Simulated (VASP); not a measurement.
# BN (P6_3mc) in VASP: a series of runs

Runs on BN. Level: PBE. Tasks: G0W0 quasiparticle levels.

Program: VASP 6.6.1. These are calculated values, not measurements. Logs are shortened: lines on timing, memory, paths and dates and some standing lists are left out, and cuts for length are marked.

### Step 1. The cell of the first run

The structure is hexagonal, space group P6_3mc (No. 186). The conventional cell has a = 2.544 Å, b = 2.544 Å, c = 4.208 Å, α = 90.00°, β = 90.00°, γ = 120.00°. Within 2.1 Å of B (site symmetry 3m) lie 4 N at 1.56 to 1.58 Å. Within 2.1 Å of N (site symmetry 3m) lie 4 B at 1.56 to 1.58 Å.

### Step 2. G0W0 quasiparticle levels, PBE

File POSCAR:

```
BN
1.0
    2.5439499968      0.0000000000      0.0000000000
   -1.2719749984      2.2031253232      0.0000000000
    0.0000000000      0.0000000000      4.2078153299
B N
2 2
Direct
    0.3333333333      0.6666666667      0.0002034648
    0.6666666667      0.3333333333      0.5002034648
    0.3333333333      0.6666666667      0.3747965352
    0.6666666667      0.3333333333      0.8747965352
```

File INCAR.step1:

```
PREC = Accurate ; ENCUT = 500
EDIFF = 1E-8 ; ISMEAR = 0
SIGMA = 0.01 ; LREAL = F
LASPH = T ; NELM = 100
ALGO = Normal ; LWAVE = T
LCHARG = F ; GGA = PE
```

File INCAR.step2:

```
PREC = Accurate ; ENCUT = 500
EDIFF = 1E-8 ; ISMEAR = 0
SIGMA = 0.01 ; LREAL = F
LASPH = T ; NELM = 1
ALGO = Exact ; LWAVE = T
LCHARG = F ; GGA = PE
NBANDS = 96 ; LOPTICS = T
ISTART = 1
```

File INCAR.step3:

```
PREC = Accurate ; ENCUT = 500
EDIFF = 1E-8 ; ISMEAR = 0
SIGMA = 0.01 ; LREAL = F
LASPH = T ; ALGO = EVGW0
LWAVE = F ; LCHARG = F
GGA = PE ; NELMGW = 1
NBANDS = 96 ; ENCUTGW = 140.0
NOMEGA = 48 ; PRECFOCK = Fast
ISTART = 1 ; NBANDSGW = 16
```

File KPOINTS:

```
Automatic mesh
0
Gamma
  6 6 4
```

Potentials or basis: VASP PAW PBE potentials, release 64 (B_GW, N_GW).

Command:

```sh
cat potpaw_PBE.64/B_GW/POTCAR potpaw_PBE.64/N_GW/POTCAR > POTCAR
cp INCAR.step1 INCAR
mpirun -np 1 vasp_std > vasp.out
cp INCAR.step2 INCAR
mpirun -np 1 vasp_std > vasp.out
cp INCAR.step3 INCAR
mpirun -np 1 vasp_std > vasp.out
```

OUTCAR:

```text
PREC = Accurate
   ENCUT = 500
   EDIFF = 1E-8
   ISMEAR = 0
   LREAL = F
   LASPH = T
   GGA = PE
   NELMGW = 1
   ENCUTGW = 140.0
   PRECFOCK = Fast
   ISTART = 1

 ion  position               nearest neighbor table
   1  0.333  0.667  0.000-   4 1.56   4 1.56   4 1.56   3 1.58
   2  0.667  0.333  0.500-   3 1.56   3 1.56   3 1.56   4 1.58
   3  0.333  0.667  0.375-   2 1.56   2 1.56   2 1.56   1 1.58
   4  0.667  0.333  0.875-   1 1.56   1 1.56   1 1.56   2 1.58

  LATTYP: Found a hexagonal cell.
 ALAT       =     2.5439499968
 C/A-ratio  =     1.6540479708

  Lattice vectors:

 A1 = (   2.5439499968,   0.0000000000,   0.0000000000)
 A2 = (  -1.2719749984,   2.2031253232,   0.0000000000)
 A3 = (   0.0000000000,   0.0000000000,   4.2078153299)

Analysis of symmetry for initial positions (statically):
=====================================================================
 Subroutine PRICEL returns:
 Original cell was already a primitive cell.

 Routine SETGRP: Setting up the symmetry group for a
 hexagonal supercell.

 Subroutine GETGRP returns: Found 12 space group operations
 (whereof  6 operations were pure point group operations)
 out of a pool of 24 trial point group operations.

The static configuration has the point symmetry C_3v.
 The point group associated with its full space group is C_6v.

Analysis of symmetry for dynamics (positions and initial velocities):
=====================================================================
 Subroutine PRICEL returns:
 Original cell was already a primitive cell.

 Routine SETGRP: Setting up the symmetry group for a
 hexagonal supercell.

 Subroutine GETGRP returns: Found 12 space group operations
 (whereof  6 operations were pure point group operations)
 out of a pool of 24 trial point group operations.

The dynamic configuration has the point symmetry C_3v.
 The point group associated with its full space group is C_6v.

 Subroutine INISYM returns: Found 12 space group operations
 (whereof  6 operations are pure point group operations),
 and found     1 'primitive' translations

----------------------------------------------------------------------------------------

                                     Primitive cell

  volume of cell :      23.5833

  direct lattice vectors                    reciprocal lattice vectors
     2.543949997  0.000000000  0.000000000     0.393089487  0.226950321  0.000000000
    -1.271974998  2.203125323  0.000000000     0.000000000  0.453900643  0.000000000
     0.000000000  0.000000000  4.207815330     0.000000000  0.000000000  0.237653015

  length of vectors
     2.543949997  2.543949997  4.207815330     0.453900643  0.453900643  0.237653015

  position of ions in fractional coordinates (direct lattice)
     0.333333333  0.666666667  0.000203465
     0.666666667  0.333333333  0.500203465
     0.333333333  0.666666667  0.374796535
     0.666666667  0.333333333  0.874796535

  ion indices of the primitive-cell ions
   primitive index   ion index
                 1           1
                 2           2
                 3           3
                 4           4

----------------------------------------------------------------------------------------

 KPOINTS: Automatic mesh

Automatic generation of k-mesh.
 Grid dimensions read from file:
 generate k-points for:    6    6    4

 Generating k-lattice:

  Cartesian coordinates                     Fractional coordinates (reciprocal lattice)
     0.065514915  0.037825054  0.000000000     0.166666667 -0.000000000  0.000000000
     0.000000000  0.075650107  0.000000000     0.000000000  0.166666667  0.000000000
     0.000000000  0.000000000  0.059413254     0.000000000  0.000000000  0.250000000

  Length of vectors
     0.075650107  0.075650107  0.059413254

  Shift w.r.t. Gamma in fractional coordinates (k-lattice)
     0.000000000  0.000000000  0.000000000

 Subroutine IBZKPT returns following result:
 ===========================================

 Found     21 irreducible k-points:

 Following reciprocal coordinates:
            Coordinates               Weight
  0.000000  0.000000  0.000000      1.000000
  0.166667  0.000000  0.000000      6.000000
  0.333333 -0.000000  0.000000      6.000000
  0.500000  0.000000  0.000000      3.000000
  0.166667  0.166667  0.000000      6.000000
  0.333333  0.166667  0.000000     12.000000
[... 13 lines left out ...]
  0.333333  0.166667  0.500000     12.000000
  0.333333  0.333333  0.500000      2.000000
   k-points           NKPTS =     21   k-points in BZ     NKDIM =    144   number of bands    NBANDS=     96
   number of dos      NEDOS =    301   number of ions     NIONS =      4
   total plane-waves  NPLWV =  12800
   dimension x,y,z NGX =    20 NGY =   20 NGZ =   32
   dimension x,y,z NGXF=    40 NGYF=   40 NGZF=   64
   ions per type =               2   2
   NGX,Y,Z   is equivalent  to a cutoff of  13.07, 13.07, 12.64 a.u.
   NGXF,Y,Z  is equivalent  to a cutoff of  26.14, 26.14, 25.29 a.u.
 SYSTEM =  unknown system
   PREC   = accura    normal or accurate (medium, high low for compatibility)
   ISTART =      1    job   : 0-new  1-cont  2-samecut
   ICHARG =      0    charge: 1-file 2-atom 10-const
   ISPIN  =      1    spin polarized calculation?
   LNONCOLLINEAR =      F non collinear calculations
   LSORBIT =      F    spin-orbit coupling
   LASPH  =      T    aspherical Exc in radial PAW
   ENCUT  =  500.0 eV  36.75 Ry    6.06 a.u.   4.64  4.64  7.67*2*pi/ulx,y,z
   NELM   =     60;   NELMIN=  2; NELMDL=  0     # of ELM steps
   EDIFF  = 0.1E-07   stopping-criterion for ELM
   LREAL  =      F    real-space projection
   EDIFFG = 0.1E-06   stopping-criterion for IOM
   NSW    =      0    number of steps for IOM
   IBRION =     -1    ionic relax: 0-MD 1-quasi-New 2-CG
   NFREE  =      0    steps in history (QN), initial steepest desc. (CG)
   ISIF   =      0    stress and relaxation
   ISYM   =      3    0-nonsym 1-usesym 2-fastsym
   POTIM  = 0.5000    time-step for ionic-motion
   TEBEG  =    0.0;   TEEND  =   0.0 temperature during run
   PSTRESS=    0.0 pullay stress
   NELECT =      16.0000    total number of electrons
   NUPDOWN=      -1.0000    fix difference up-down
   EMIN   =  10.00;   EMAX   =-10.00  energy-range for DOS
   EFERMI =   0.00;   METHOD = LEGACY
   ISMEAR =     0;   SIGMA  =   0.01  broadening in eV -4-tet -1-fermi 0-gaus
   EFERMI_NEDOS =   21; number of points for ismear=-14 and -15
   IALGO  =     38    algorithm
   IMIX   =      4    mixing-type and parameters
     AMIX     =   0.40;   BMIX     =  1.00
     AMIX_MAG =   1.60;   BMIX_MAG =  1.00
  volume/ion in A,a.u.               =       5.90        39.79
  Fermi-wavevector in a.u.,A,eV,Ry     =   1.438512  2.718393 28.154745  2.069315
  Thomas-Fermi vector in A             =   2.557470
   LORBIT       =      0    0 simple, 1 ext, 2 COOP (PROOUT), +10 PAW based schemes
   GGA     = PE    functional components
   LHFCALC =     T    Hartree Fock is set to
   PRECFOCK=fast      Normal, Fast or Accurate (Low or Medium for compatibility)
   ENCUT4O =  -1.0   cutoff for four orbital integrals eV
   NKREDX  =     1    reduce k-point grid by
   NKREDY  =     1    reduce k-point grid by
   NKREDZ  =     1    reduce k-point grid by
   AEXX    =    1.0000 exact exchange contribution
   HFSCREEN=    0.0000 screening length (either q_TF or 0.3 A-1)
   HFSCREENC=   0.0000 screening length for correlation (either q_TF or 0.3 A-1)
   ENCUTFOCK=  -1.0 apply spherical cutoff to Coloumb kernel
   IVDW    =     0    specifies the selected vdW correction
   LEPSILON=     F    determine dielectric tensor
   LRPA    =     F    only Hartree local field effects (RPA)
   LRPAFORCE           =     F    calculate RPA forces
   ENCUTGW             = 140.0    cutoff for response function in eV
   ENCUTGWSOFT         = 112.0    soft cutoff for Coulomb kernel in GW response function in eV
   ENCUTLF             =  -1.0    cutoff for local field effects
   NELMGW              =     1    number of iterations in solving QP/BSE equation
   NELMHF              =     1    number of iterations in the inner HF iteration
   NKREDLFX            =     1    NKREDLFY  =   1   NKREDLFZ  =   1
 non-spin polarized calculation
 Gauss-broadening in eV      SIGMA  =   0.01
  energy-cutoff  :      500.00
  volume of cell :       23.58
 maximum number of plane-waves:       609
 NGX is ok and might be reduce to    20
  NGX = 12; NGY = 12; NGZ = 20
   NGX =  9   NGY =  9   NGZ = 15
 maximum number of plane-waves:        99
 NGX is ok and might be reduce to    10

 QP shifts <psi_nk| G(iteration)W_0 |psi_nk>: iteration 1
 for sc-GW calculations column KS-energies equals QP-energies in previous step
 and V_xc(KS)=  KS-energies - (<T + V_ion + V_H > + <T+V_H+V_ion>^1  + <V_x>^1)

 k-point   1 :       0.0000    0.0000    0.0000
  band No.  KS-energies  QP-energies   sigma(KS)   V_xc(KS)     V^pw_x(r,r')   Z            occupation Imag(sigma)

      1     -12.7893     -14.7609     -18.0236     -15.5003     -26.5187       0.7814       2.0000       1.4689
      2      -8.6263     -10.2293     -18.9453     -16.8460     -26.7663       0.7635       2.0000       0.9334
      3      -3.3002      -4.8801     -16.5288     -14.4702     -21.6944       0.7675       2.0000       0.2881
      4       5.5106       4.5899     -18.5294     -17.4026     -21.6437       0.8171       2.0000       0.0982
      5       5.5106       4.5899     -18.5294     -17.4026     -21.6437       0.8171       2.0000       0.0982
      6       7.3721       6.6682     -19.0516     -18.1977     -21.7359       0.8244       2.0000       0.0841
[... 8 lines left out ...]
     15      19.5634      21.1822     -12.6996     -14.6805      -6.9880       0.8172       0.0000      -0.1385
     16      23.8962      25.5939     -14.2920     -16.4712      -7.3973       0.7791       0.0000      -0.2514

 k-point   2 :       0.1667    0.0000    0.0000
  band No.  KS-energies  QP-energies   sigma(KS)   V_xc(KS)     V^pw_x(r,r')   Z            occupation Imag(sigma)

      1     -12.1887     -14.0969     -18.0527     -15.6038     -26.4435       0.7792       2.0000       1.3916
      2      -8.1779      -9.7535     -19.0528     -16.9820     -26.7705       0.7609       2.0000       0.8654
      3      -2.7059      -4.2604     -16.6007     -14.5811     -21.5813       0.7697       2.0000       0.2585
      4       3.1496       1.9700     -17.9279     -16.4674     -21.5016       0.8077       2.0000       0.1212
      5       4.5618       3.5480     -18.2033     -16.9591     -21.4762       0.8148       2.0000       0.1055
      6       5.6479       4.7202     -18.7823     -17.6474     -21.9348       0.8174       2.0000       0.0992
[... 8 lines left out ...]
     15      21.1577      22.8824     -13.0895     -15.2300      -6.9861       0.8058       0.0000      -0.1651
     16      22.9971      24.4401     -13.1556     -14.9623      -6.8766       0.7988       0.0000      -0.2027

 k-point   3 :       0.3333   -0.0000    0.0000
  band No.  KS-energies  QP-energies   sigma(KS)   V_xc(KS)     V^pw_x(r,r')   Z            occupation Imag(sigma)

      1     -10.4895     -12.2444     -18.2494     -15.9805     -26.3264       0.7735       2.0000       1.1546
      2      -7.2202      -8.7324     -19.3589     -17.3601     -26.8719       0.7566       2.0000       0.7415
      3      -1.0625      -2.5233     -16.7744     -14.9122     -21.2409       0.7844       2.0000       0.1968
      4      -0.5790      -2.0882     -17.3267     -15.4025     -21.8809       0.7843       2.0000       0.1918
      5       2.1050       0.8149     -18.2433     -16.6314     -22.2653       0.8003       2.0000       0.1425
      6       3.1898       2.0499     -17.9195     -16.5095     -21.4932       0.8084       2.0000       0.1197
[... 334 lines left out ...]
      1      -8.0637      -9.6281     -18.9304     -16.8703     -26.5619       0.7594       2.0000       0.8350
      2      -8.0637      -9.6281     -18.9304     -16.8703     -26.5619       0.7594       2.0000       0.8350
      3      -1.4544      -2.9873     -17.2531     -15.2808     -22.0567       0.7772       2.0000       0.2188
      4      -1.4544      -2.9873     -17.2531     -15.2808     -22.0567       0.7772       2.0000       0.2188
      5       2.0657       0.8140     -17.4609     -15.9046     -21.1949       0.8042       2.0000       0.1332
      6       2.0657       0.8140     -17.4609     -15.9046     -21.1949       0.8042       2.0000       0.1332
[... 8 lines left out ...]
     15      23.8992      25.6757     -14.0439     -16.3166      -7.1736       0.7817       0.0000      -0.2416
     16      23.8992      25.6757     -14.0439     -16.3166      -7.1736       0.7817       0.0000      -0.2416

 k-point  21 :       0.3333    0.3333    0.5000
  band No.  KS-energies  QP-energies   sigma(KS)   V_xc(KS)     V^pw_x(r,r')   Z            occupation Imag(sigma)

      1      -7.3254      -8.8347     -19.3323     -17.3351     -26.8692       0.7557       2.0000       0.7549
      2      -7.3254      -8.8347     -19.3323     -17.3351     -26.8692       0.7557       2.0000       0.7549
      3      -1.2109      -2.7797     -17.3600     -15.3459     -22.1356       0.7789       2.0000       0.2117
      4      -1.2109      -2.7797     -17.3600     -15.3459     -22.1356       0.7789       2.0000       0.2117
      5      -0.1118      -1.5012     -16.6705     -14.9199     -20.7948       0.7937       2.0000       0.1694
      6      -0.1118      -1.5012     -16.6705     -14.9199     -20.7948       0.7937       2.0000       0.1694
[... 8 lines left out ...]
     15      24.3505      26.1605     -14.1444     -16.4811      -7.0311       0.7746       0.0000      -0.2646
     16      24.3505      26.1605     -14.1444     -16.4811      -7.0311       0.7746       0.0000      -0.2646
```

Wall time 7.2 min (1 thread of Intel Xeon 8259CL, shared host); peak memory 0.35 GiB.

Results:

```yaml
Quasiparticle_gap: 6.61 eV
Least_direct_quasiparticle_gap: 10.20 eV
Band_gap_of_the_starting_levels_on_the_mesh: 5.19 eV
Least_direct_gap_of_the_starting_levels_on_the_mesh: 8.32 eV
```

Caveat: the k points lie up to 0.48 Å⁻¹ apart; bands, screening cutoff and mesh are small and nothing is extrapolated, so the quasiparticle values aren't converged.

### Step 3. G0W0 quasiparticle levels, PBE

POSCAR is that of step 2.

File INCAR.step1:

```
PREC = Accurate
ENCUT = 500
EDIFF = 1E-8
ISMEAR = 0
SIGMA = 0.01
LREAL = F
LASPH = T
NELM = 80
ALGO = Normal
LWAVE = T
LCHARG = F
GGA = PE
```

File INCAR.step2:

```
PREC = Accurate
ENCUT = 500
EDIFF = 1E-8
ISMEAR = 0
SIGMA = 0.01
LREAL = F
LASPH = T
NELM = 1
ALGO = Exact
LWAVE = T
LCHARG = F
GGA = PE
NBANDS = 46
LOPTICS = T
ISTART = 1
```

File INCAR.step3:

```
PREC = Accurate
ENCUT = 500
EDIFF = 1E-8
ISMEAR = 0
SIGMA = 0.01
LREAL = F
LASPH = T
ALGO = EVGW0
LWAVE = F
LCHARG = F
GGA = PE
NELMGW = 1
NBANDS = 46
ENCUTGW = 80.0
NOMEGA = 48
PRECFOCK = Fast
ISTART = 1
NBANDSGW = 16
```

File KPOINTS:

```
regular mesh
0
Gamma
  6 6 4
```

Potentials or basis: VASP PAW PBE potentials, release 64 (B_GW, N_GW).

Command:

```sh
cat potpaw_PBE.64/B_GW/POTCAR potpaw_PBE.64/N_GW/POTCAR > POTCAR
cp INCAR.step1 INCAR
mpirun -np 1 vasp_std > vasp.out
cp INCAR.step2 INCAR
mpirun -np 1 vasp_std > vasp.out
cp INCAR.step3 INCAR
mpirun -np 1 vasp_std > vasp.out
```

OUTCAR:

```text
PREC = Accurate
   ENCUT = 500
   EDIFF = 1E-8
   ISMEAR = 0
   LREAL = F
   LASPH = T
   GGA = PE
   NELMGW = 1
   ENCUTGW = 80.0
   PRECFOCK = Fast
   ISTART = 1

 ion  position               nearest neighbor table
   1  0.333  0.667  0.000-   4 1.56   4 1.56   4 1.56   3 1.58
   2  0.667  0.333  0.500-   3 1.56   3 1.56   3 1.56   4 1.58
   3  0.333  0.667  0.375-   2 1.56   2 1.56   2 1.56   1 1.58
   4  0.667  0.333  0.875-   1 1.56   1 1.56   1 1.56   2 1.58

  LATTYP: Found a hexagonal cell.
 ALAT       =     2.5439499968
 C/A-ratio  =     1.6540479708

  Lattice vectors:
[... 177 lines left out ...]
   NELMHF              =     1    number of iterations in the inner HF iteration
   NKREDLFX            =     1    NKREDLFY  =   1   NKREDLFZ  =   1
 non-spin polarized calculation
 Gauss-broadening in eV      SIGMA  =   0.01
  energy-cutoff  :      500.00
  volume of cell :       23.58
 maximum number of plane-waves:       609
 NGX is ok and might be reduce to    20
  NGX = 12; NGY = 12; NGZ = 20
   NGX =  9   NGY =  9   NGZ = 15
 maximum number of plane-waves:        44
 NGX is ok and might be reduce to    10

 QP shifts <psi_nk| G(iteration)W_0 |psi_nk>: iteration 1
 for sc-GW calculations column KS-energies equals QP-energies in previous step
 and V_xc(KS)=  KS-energies - (<T + V_ion + V_H > + <T+V_H+V_ion>^1  + <V_x>^1)

 k-point   1 :       0.0000    0.0000    0.0000
  band No.  KS-energies  QP-energies   sigma(KS)   V_xc(KS)     V^pw_x(r,r')   Z            occupation Imag(sigma)

      1     -12.7893     -14.4802     -17.6731     -15.5003     -26.5187       0.7782       2.0000       1.4771
      2      -8.6263      -9.9380     -18.5671     -16.8460     -26.7663       0.7621       2.0000       0.9135
      3      -3.3002      -4.5775     -16.1349     -14.4702     -21.6944       0.7673       2.0000       0.3038
      4       5.5106       5.0496     -17.9643     -17.4026     -21.6437       0.8208       2.0000       0.1011
      5       5.5106       5.0496     -17.9643     -17.4026     -21.6437       0.8208       2.0000       0.1011
      6       7.3721       7.1712     -18.4400     -18.1977     -21.7359       0.8293       2.0000       0.0866
[... 395 lines left out ...]
      2      -7.3254      -8.5514     -18.9582     -17.3351     -26.8692       0.7554       2.0000       0.7327
      3      -1.2109      -2.4219     -16.8999     -15.3459     -22.1356       0.7793       2.0000       0.2249
      4      -1.2109      -2.4219     -16.8999     -15.3459     -22.1356       0.7793       2.0000       0.2249
      5      -0.1118      -1.1762     -16.2598     -14.9199     -20.7948       0.7944       2.0000       0.1809
      6      -0.1118      -1.1762     -16.2598     -14.9199     -20.7948       0.7944       2.0000       0.1809
[... 8 lines left out ...]
     15      24.3505      26.7293     -13.4402     -16.4811      -7.0311       0.7823       0.0000      -0.2585
     16      24.3505      26.7293     -13.4402     -16.4811      -7.0311       0.7823       0.0000      -0.2585
```

It took 79 s on 1 thread of Intel Xeon 6975P-C (Granite Rapids), shared host; peak memory 0.33 GiB.

What came out:

| Item | Value |
| --- | --- |
| Quasiparticle gap | 6.37 eV |
| Least direct quasiparticle gap | 10.05 eV |
| Band gap of the starting levels on the mesh | 5.19 eV |
| Least direct gap of the starting levels on the mesh | 8.32 eV |

Caveat: the k points lie up to 0.48 Å⁻¹ apart; bands, screening cutoff and mesh are small and nothing is extrapolated, so the quasiparticle values aren't converged.
